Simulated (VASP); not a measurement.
# Ag (Im-3m) in VASP: settings compared

Ag is run at these levels: PBE, PBEsol; tasks: single point.

Program: VASP 6.6.1. These are calculated values, not measurements. Logs are shortened: lines on timing, memory, paths and dates and some standing lists are left out, and cuts for length are marked.

## Step 1: The cell of the first run

Symmetry: Im-3m, No. 229, cubic system. The conventional cell has a = 3.376 Å, b = 3.376 Å, c = 3.376 Å, α = 90.00°, β = 90.00°, γ = 90.00°. Within 3.9 Å of Ag (site symmetry m-3m) lie 14 Ag at 2.92 to 3.38 Å.

## Step 2: Single point, PBE (volume scaled by 1.06)

Input file INCAR:

```
PREC     = Accurate       # precision mode
ENCUT    = 520            # plane-wave cutoff, eV
EDIFF    = 1E-6           # SCF threshold, eV
ISMEAR   = -1             # smearing method
SIGMA    = 0.05           # smearing width, eV
LREAL    = False          # projectors in reciprocal space
LASPH    = True           # aspherical terms in the spheres
NELM     = 60             # most SCF steps
ALGO     = Fast           # electronic algorithm
ISIF     = 2              # what is computed and relaxed
LWAVE    = False          # write WAVECAR
LCHARG   = False          # write CHGCAR
GGA      = PE             # functional
NBANDS   = 12             # bands
```

Input file KPOINTS:

```
Automatic mesh
0
Gamma
  11 11 11
```

Input file POSCAR:

```
Ag
1.0
   -1.6881260479      1.6881260479      1.6881260479
    1.6881260479     -1.6881260479      1.6881260479
    1.6881260479      1.6881260479     -1.6881260479
Ag
1
Direct
    0.0000000000      0.0000000000      0.0000000000
```

Potentials or basis: VASP PAW PBE potentials, release 64 (Ag).

Launch:

```bash
cat potpaw_PBE.64/Ag/POTCAR > POTCAR
mpirun -np 1 vasp_std > vasp.out
```

OUTCAR:

```text
PREC = Accurate
   ENCUT = 520
   EDIFF = 1E-6
   ISMEAR = -1
   LREAL = False
   LASPH = True
   NELM = 60
   ISIF = 2
   GGA = PE

 ion  position               nearest neighbor table
   1  0.000  0.000  0.000-

  LATTYP: Found a body centered cubic cell.
 ALAT       =     3.3762520958

  Lattice vectors:

 A1 = (  -1.6881260479,   1.6881260479,   1.6881260479)
 A2 = (   1.6881260479,  -1.6881260479,   1.6881260479)
 A3 = (   1.6881260479,   1.6881260479,  -1.6881260479)

Analysis of symmetry for initial positions (statically):
=====================================================================
 Subroutine PRICEL returns:
 Original cell was already a primitive cell.

 Routine SETGRP: Setting up the symmetry group for a
 body centered cubic supercell.

 Subroutine GETGRP returns: Found 48 space group operations
[... 9 lines left out ...]

 Routine SETGRP: Setting up the symmetry group for a
 body centered cubic supercell.

 Subroutine GETGRP returns: Found 48 space group operations
[... 11 lines left out ...]
                                     Primitive cell

  volume of cell :      19.2431

  direct lattice vectors                    reciprocal lattice vectors
    -1.688126048  1.688126048  1.688126048     0.000000000  0.296186414  0.296186414
     1.688126048 -1.688126048  1.688126048     0.296186414  0.000000000  0.296186414
     1.688126048  1.688126048 -1.688126048     0.296186414  0.296186414  0.000000000

  length of vectors
     2.923920085  2.923920085  2.923920085     0.418870843  0.418870843  0.418870843

  position of ions in fractional coordinates (direct lattice)
     0.000000000  0.000000000  0.000000000

  ion indices of the primitive-cell ions
   primitive index   ion index
                 1           1

----------------------------------------------------------------------------------------

 KPOINTS: Automatic mesh

Automatic generation of k-mesh.
 Grid dimensions read from file:
 generate k-points for:   11   11   11

 Generating k-lattice:

  Cartesian coordinates                     Fractional coordinates (reciprocal lattice)
     0.000000000  0.026926038  0.026926038     0.090909091  0.000000000  0.000000000
     0.026926038  0.000000000  0.026926038     0.000000000  0.090909091  0.000000000
     0.026926038  0.026926038  0.000000000     0.000000000  0.000000000  0.090909091

  Length of vectors
     0.038079168  0.038079168  0.038079168

  Shift w.r.t. Gamma in fractional coordinates (k-lattice)
     0.000000000  0.000000000  0.000000000

 Subroutine IBZKPT returns following result:
 ===========================================

 Found     56 irreducible k-points:

 Following reciprocal coordinates:
            Coordinates               Weight
  0.000000  0.000000  0.000000      1.000000
  0.090909  0.000000  0.000000     12.000000
  0.181818  0.000000  0.000000     12.000000
  0.272727  0.000000  0.000000     12.000000
  0.363636  0.000000  0.000000     12.000000
  0.454545  0.000000  0.000000     12.000000
[... 16 lines left out ...]
  0.272727  0.181818  0.090909     48.000000
  0.363636  0.181818  0.090909     24.000000
 [... further k-points ...]
   k-points           NKPTS =     56   k-points in BZ     NKDIM =     56   number of bands    NBANDS=     12
   number of dos      NEDOS =    301   number of ions     NIONS =      1
   total plane-waves  NPLWV =  13824
   dimension x,y,z NGX =    24 NGY =   24 NGZ =   24
   dimension x,y,z NGXF=    48 NGYF=   48 NGZF=   48
   ions per type =               1
   NGX,Y,Z   is equivalent  to a cutoff of  13.65, 13.65, 13.65 a.u.
   NGXF,Y,Z  is equivalent  to a cutoff of  27.29, 27.29, 27.29 a.u.
 SYSTEM =  unknown system
   PREC   = accura    normal or accurate (medium, high low for compatibility)
   ISTART =      0    job   : 0-new  1-cont  2-samecut
   ICHARG =      2    charge: 1-file 2-atom 10-const
   ISPIN  =      1    spin polarized calculation?
   LNONCOLLINEAR =      F non collinear calculations
   LSORBIT =      F    spin-orbit coupling
   LASPH  =      T    aspherical Exc in radial PAW
   ENCUT  =  520.0 eV  38.22 Ry    6.18 a.u.   5.44  5.44  5.44*2*pi/ulx,y,z
   NELM   =     60;   NELMIN=  2; NELMDL= -5     # of ELM steps
   EDIFF  = 0.1E-05   stopping-criterion for ELM
   LREAL  =      F    real-space projection
   EDIFFG = 0.1E-04   stopping-criterion for IOM
   NSW    =      0    number of steps for IOM
   IBRION =     -1    ionic relax: 0-MD 1-quasi-New 2-CG
   NFREE  =      0    steps in history (QN), initial steepest desc. (CG)
   ISIF   =      2    stress and relaxation
   ISYM   =      2    0-nonsym 1-usesym 2-fastsym
   POTIM  = 0.5000    time-step for ionic-motion
   TEBEG  =    0.0;   TEEND  =   0.0 temperature during run
   PSTRESS=    0.0 pullay stress
   NELECT =      11.0000    total number of electrons
   NUPDOWN=      -1.0000    fix difference up-down
   EMIN   =  10.00;   EMAX   =-10.00  energy-range for DOS
   EFERMI =   0.00;   METHOD = LEGACY
   ISMEAR =    -1;   SIGMA  =   0.05  broadening in eV -4-tet -1-fermi 0-gaus
   EFERMI_NEDOS =   21; number of points for ismear=-14 and -15
   IALGO  =     68    algorithm
   IMIX   =      4    mixing-type and parameters
     AMIX     =   0.40;   BMIX     =  1.00
     AMIX_MAG =   1.60;   BMIX_MAG =  1.00
  volume/ion in A,a.u.               =      19.24       129.86
  Fermi-wavevector in a.u.,A,eV,Ry     =   1.358671  2.567515 25.116163  1.845986
  Thomas-Fermi vector in A             =   2.485484
   LORBIT       =      0    0 simple, 1 ext, 2 COOP (PROOUT), +10 PAW based schemes
   GGA     = PE    functional components
   LHFCALC =     F    Hartree Fock is set to
   AEXX    =    0.0000 exact exchange contribution
   IVDW    =     0    specifies the selected vdW correction
   LEPSILON=     F    determine dielectric tensor
   LRPA    =     F    only Hartree local field effects (RPA)
 non-spin polarized calculation
 RMM-DIIS sequential band-by-band and
  energy-cutoff  :      520.00
  volume of cell :       19.24
 maximum number of plane-waves:       535
 NGX is ok and might be reduce to    24
   NGX = 11   NGY = 11   NGZ = 11

 number of electron      10.9999998 magnetization

 Free energy of the ion-electron system (eV)
  ---------------------------------------------------
  ext. energy  EPLUGINS =         0.00000000
  ---------------------------------------------------
  free energy    TOTEN  =        -2.67492888 eV

  energy without entropy =       -2.67173678  energy(sigma->0) =       -2.67333283

 E-fermi :   6.8485     XC(G=0): -11.5019

 val. band max:        6.8251209773   @ k =  -0.3636   0.4545   0.0909
 cond. band min:       7.1116215015   @ k =  -0.4545   0.4545   0.0909
 fundamental gap:      0.2865005243
 Fermi energy:         6.8485158042

 k-point     1 :       0.0000    0.0000    0.0000
  band No.  band energies     occupation
      1      -0.0556      2.00000
      2       2.3546      2.00000
      3       2.3546      2.00000
      4       2.3546      2.00000
      5       3.4451      2.00000
      6       3.4451      2.00000
      7      24.3751      0.00000
      8      24.3751      0.00000
      9      24.3751      0.00000
     10      28.9039      0.00000
     11      28.9039      0.00000
     12      28.9040      0.00000

 k-point     2 :       0.0909    0.0000    0.0000
  band No.  band energies     occupation
      1       0.1898      2.00000
      2       2.3014      2.00000
      3       2.3659      2.00000
      4       2.4827      2.00000
      5       3.3906      2.00000
      6       3.4489      2.00000
      7      23.4696      0.00000
      8      24.1886      0.00000
      9      24.4807      0.00000
     10      27.1057      0.00000
     11      27.3723      0.00000
     12      27.5234      0.00000

 k-point     3 :       0.1818    0.0000    0.0000
  band No.  band energies     occupation
      1       0.8299      2.00000
      2       2.1616      2.00000
      3       2.4517      2.00000
      4       2.8421      2.00000
      5       3.2993      2.00000
      6       3.4620      2.00000
      7      20.6059      0.00000
      8      23.0682      0.00000
      9      24.7417      0.00000
     10      25.2287      0.00000
     11      26.1382      0.00000
     12      27.3405      0.00000

 k-point     4 :       0.2727    0.0000    0.0000
  band No.  band energies     occupation
      1       1.3151      2.00000
      2       1.9844      2.00000
      3       3.1020      2.00000
      4       3.2842      2.00000
      5       3.3529      2.00000
      6       3.4854      2.00000
      7      17.0855      0.00000
      8      21.5790      0.00000
      9      23.0550      0.00000
     10      25.0368      0.00000
     11      25.9991      0.00000
     12      28.7283      0.00000

 k-point     5 :       0.3636    0.0000    0.0000
  band No.  band energies     occupation
      1       1.2825      2.00000
      2       1.8268      2.00000
      3       3.3374      2.00000
      4       3.5133      2.00000
      5       3.8727      2.00000
      6       4.6959      2.00000
      7      13.7052      0.00000
      8      20.4290      0.00000
      9      21.3590      0.00000
     10      25.2659      0.00000
     11      26.1401      0.00000
     12      30.8525      0.00000
[... 228 lines left out ...]
      1       0.4303      2.00000
      2       2.3816      2.00000
      3       2.3816      2.00000
      4       2.4815      2.00000
      5       3.2616      2.00000
      6       3.5203      2.00000
      7      23.0446      0.00000
      8      24.1977      0.00000
      9      24.1977      0.00000
     10      25.0289      0.00000
     11      27.2453      0.00000
     12      27.2453      0.00000

 k-point    22 :       0.1818    0.1818    0.0909
  band No.  band energies     occupation
      1       1.7707      2.00000
      2       1.9803      2.00000
      3       2.4670      2.00000
      4       3.3983      2.00000
      5       3.5135      2.00000
      6       5.7992      2.00000
      7      15.7866      0.00000
      8      16.5098      0.00000
      9      18.4662      0.00000
     10      27.5447      0.00000
     11      30.9455      0.00000
     12      31.5693      0.00000

 k-point    23 :       0.2727    0.1818    0.0909
  band No.  band energies     occupation
      1       1.6788      2.00000
      2       1.9152      2.00000
      3       2.8247      2.00000
      4       3.4467      2.00000
      5       3.5596      2.00000
      6       7.6829      0.00000
      7      12.9445      0.00000
      8      15.4087      0.00000
      9      17.7702      0.00000
     10      28.1691      0.00000
     11      30.8750      0.00000
     12      31.9407      0.00000

 k-point    24 :       0.3636    0.1818    0.0909
  band No.  band energies     occupation
      1       1.6379      2.00000
      2       1.8817      2.00000
      3       2.9763      2.00000
      4       3.4776      2.00000
      5       3.5738      2.00000
      6       9.4897      0.00000
      7      10.7446      0.00000
      8      15.0883      0.00000
      9      17.5306      0.00000
     10      28.3449      0.00000
     11      30.8235      0.00000
     12      31.9347      0.00000

 [... further k-points ...]
[... 5 lines left out ...]
  --------------------------------------------------------------------------------------
  -------------------------------------------------------------------------------------
  Total       -0.6064063     -0.6064063     -0.6064063     -0.0000000     -0.0000000      0.0000000
  in kB      -50.4893353    -50.4893353    -50.4893353     -0.0000000     -0.0000000      0.0000000
  external PRESSURE =     -50.4893353 kB  Pullay stress =       0.0000000 kB

 VOLUME and BASIS-vectors are now :
 -----------------------------------------------------------------------------
  energy-cutoff  :      520.00
  volume of cell :       19.24
      direct lattice vectors                 reciprocal lattice vectors
    -1.688126048  1.688126048  1.688126048     0.000000000  0.296186414  0.296186414
     1.688126048 -1.688126048  1.688126048     0.296186414  0.000000000  0.296186414
     1.688126048  1.688126048 -1.688126048     0.296186414  0.296186414  0.000000000

 POSITION                                       TOTAL-FORCE (eV/Angst)
 -----------------------------------------------------------------------------------
      0.00000      0.00000      0.00000        -0.000000     -0.000000      0.000000
 -----------------------------------------------------------------------------------
    total drift:                                0.000000      0.000000      0.000000

  FREE ENERGIE OF THE ION-ELECTRON SYSTEM (eV)
  ---------------------------------------------------
  free  energy   TOTEN  =        -2.6749288791 eV

  energy  without entropy=       -2.6717367809  energy(sigma->0) =       -2.67333283
```

Run time: 4 s. Hardware: 1 thread of Intel Xeon 6975P-C (Granite Rapids), shared host; peak memory 0.14 GiB.

Results:

* Free energy: -2.6749 eV
* Pressure: -5.0 GPa

Levels at points of the mesh, in eV from the Fermi level:
```csv
k point,band 2,band 3,band 4,band 5,band 6,band 7,band 8,band 9,band 10,band 11
"(0.00, 0.00, 0.00)",-4.49,-4.49,-4.49,-3.40,-3.40,17.53,17.53,17.53,22.06,22.06
```

Caveat: the cell differs from its parent crystal (volume scaled by 1.06).

## Step 3: Single point, PBEsol

This run uses another cell than the first one, of 18.15 Å³/atom, 0.943 times its volume.

Input file INCAR:

```
ALGO = Normal
EDIFF = 1E-6
ENCUT = 520
GGA = PS
ISIF = 2
ISMEAR = -1
LASPH = True
LCHARG = False
LREAL = False
LWAVE = False
NBANDS = 12
NELM = 60
PREC = Accurate
SIGMA = 0.05
```

Input file KPOINTS:

```
k-points
0
Gamma
  13 13 13
```

Input file POSCAR:

```
Ag
1.0
   -1.6556540000      1.6556540000      1.6556540000
    1.6556540000     -1.6556540000      1.6556540000
    1.6556540000      1.6556540000     -1.6556540000
Ag
1
Direct
    0.0000000000      0.0000000000      0.0000000000
```

Potentials or basis: VASP PAW PBE potentials, release 64 (Ag).

Launch:

```bash
cat potpaw_PBE.64/Ag/POTCAR > POTCAR
mpirun -np 1 vasp_std > vasp.out
```

Run time: 20 s. Hardware: 1 thread of AMD EPYC 7R13, shared host; peak memory 0.12 GiB.

It converged, with:

```yaml
Free_energy: -3.2429 eV
Pressure: -7.5 GPa
```

Levels at points of the mesh, in eV from the Fermi level:
```tsv
k point	band 2	band 3	band 4	band 5	band 6	band 7	band 8	band 9	band 10	band 11
(0.00, 0.00, 0.00)	-4.65	-4.65	-4.65	-3.44	-3.44	17.72	17.72	17.72	23.07	23.07
```

Caveat: the PAW data sets were made with another functional, which shifts forces and pressure a little.

## Step 4: Single point, PBEsol

This run uses another cell than the first one, of 18.15 Å³/atom, 0.943 times its volume.

Input file INCAR:

```
PREC     = Accurate       # precision mode
ENCUT    = 520            # plane-wave cutoff, eV
EDIFF    = 1E-6           # SCF threshold, eV
ISMEAR   = -1             # smearing method
SIGMA    = 0.05           # smearing width, eV
LREAL    = False          # projectors in reciprocal space
LASPH    = True           # aspherical terms in the spheres
NELM     = 100            # most SCF steps
ALGO     = Normal         # electronic algorithm
ISIF     = 2              # what is computed and relaxed
LWAVE    = False          # write WAVECAR
LCHARG   = False          # write CHGCAR
GGA      = PS             # functional
NBANDS   = 12             # bands
```

Input file KPOINTS:

```
Automatic mesh
0
Gamma
  16 16 16
```

POSCAR is that of step 3.

Launch:

```bash
cat potpaw_PBE.64/Ag/POTCAR > POTCAR
mpirun -np 1 vasp_std > vasp.out
```

Wall time 40 s (1 thread of AMD EPYC 7R13, shared host); peak memory 0.13 GiB.

The run converged. Its results:

```yaml
Free_energy: -3.2326 eV
Pressure: -7.2 GPa
```

Levels at points of the mesh, in eV from the Fermi level:
```
           k point  band 3  band 4  band 5  band 6  band 7  band 8
(0.00, 0.00, 0.00)   -4.67   -4.67   -3.45   -3.45   17.70   17.70
(0.50, 0.00, 0.00)   -3.50   -3.34   -2.54    0.02    3.78   13.06
(0.50, 0.50, 0.50)   -2.76   -2.76   -2.76    6.66    6.66    6.66
```

Caveat: the PAW data sets were made with another functional, which shifts forces and pressure a little.

## Step 5: Single point, PBEsol (volume scaled by 1.02)

Input file INCAR:

```
PREC = Accurate ; ENCUT = 520
EDIFF = 1E-6 ; ISMEAR = -1
SIGMA = 0.05 ; LREAL = F
LASPH = T ; NELM = 100
ALGO = Normal ; ISIF = 2
LWAVE = F ; LCHARG = F
GGA = PS ; NBANDS = 12
```

Input file KPOINTS:

```
Automatic mesh
0
Gamma
  11 11 11
```

Input file POSCAR:

```
Ag
1.0
   -1.6666189156      1.6666189156      1.6666189156
    1.6666189156     -1.6666189156      1.6666189156
    1.6666189156      1.6666189156     -1.6666189156
Ag
1
Direct
    0.0000000000      0.0000000000      0.0000000000
```

Launch:

```bash
cat potpaw_PBE.64/Ag/POTCAR > POTCAR
mpirun -np 1 vasp_std > vasp.out
```

It took 13 s on 1 thread of Intel Xeon Platinum 8375C at 2.90GHz (Ice Lake), shared host; peak memory 0.14 GiB.

The run converged. Its results:

```yaml
Free_energy: -3.2288 eV
Pressure: -8.7 GPa
```

Levels at points of the mesh, in eV from the Fermi level:
| k point | band 3 | band 4 | band 5 | band 6 | band 7 | band 8 | band 9 | band 10 |
| --- | --- | --- | --- | --- | --- | --- | --- | --- |
| (0.00, 0.00, 0.00) | -4.55 | -4.55 | -3.38 | -3.38 | 17.67 | 17.67 | 17.67 | 22.73 |

Caveat: the cell differs from its parent crystal (volume scaled by 1.02); the PAW data sets were made with another functional, which shifts forces and pressure a little.

## Step 6: Summary

| level | cell | k mesh | gap on the mesh (eV) | pressure (GPa) |
| --- | --- | --- | --- | --- |
| PBE | a = 2.924 Å, angles 109.5°, 1 atom | 11 × 11 × 11 | none | -5.0 |
| PBEsol | a = 2.868 Å, angles 109.5°, 1 atom | 13 × 13 × 13 | none | -7.5 |
| PBEsol | a = 2.868 Å, angles 109.5°, 1 atom | 16 × 16 × 16 | none | -7.2 |
| PBEsol | a = 2.887 Å, angles 109.5°, 1 atom | 11 × 11 × 11 | none | -8.7 |

Alike in all rows: task single point; potentials or basis VASP PAW PBE potentials, release 64 (Ag); no spin polarisation; cutoff (eV) 520; smearing fermi-dirac 0.05 eV.

Caveats: the PAW data sets were made with another functional, which shifts forces and pressure a little (some runs).

Total energies depend on the potentials used, so only differences within one code and one set of settings carry meaning.
